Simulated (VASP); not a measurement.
Ni, 2 atoms in the cell. Symmetry: P6_3/mmc, No. 194, hexagonal system. The conventional cell has a = 2.514 Å, b = 2.514 Å, c = 4.116 Å, α = 90.00°, β = 90.00°, γ = 120.00°. Ni (site symmetry -6m2) has 12 Ni at 2.51 to 2.52 Å within 3.3 Å. This isn't the form of Ni at room conditions, which is fcc.

* Program: VASP 6.6.1
* Task: single point
* Functional: RPBE
* Potentials or basis: VASP PAW PBE potentials, release 64 (Ni)
* Cutoff: 520 eV
* k mesh: 14 × 14 × 8
* Occupations: fermi-dirac, width 0.05 eV
* Spin: collinear spin, ferromagnetic start
* Starting moments: [0.8, 0.8] μB
* Dipole correction: no
* Further INCAR settings: ALGO = Normal; EDIFF = 1e-06; NBANDS = 21

Potentials or basis: VASP PAW PBE potentials, release 64 (Ni).

The run is started by

```bash
$ cat potpaw_PBE.64/Ni/POTCAR > POTCAR
$ mpirun -np 1 vasp_std > vasp.out
```

Hardware: 1 thread of Intel Xeon 6975P-C, on a shared host.

Task: How long does it take, and how much memory?

Result: Run time: 77 s on 1 thread of Intel Xeon 6975P-C, with other jobs on the host, peak memory 0.2 GiB. Counts: scf iterations 14, k points 120.
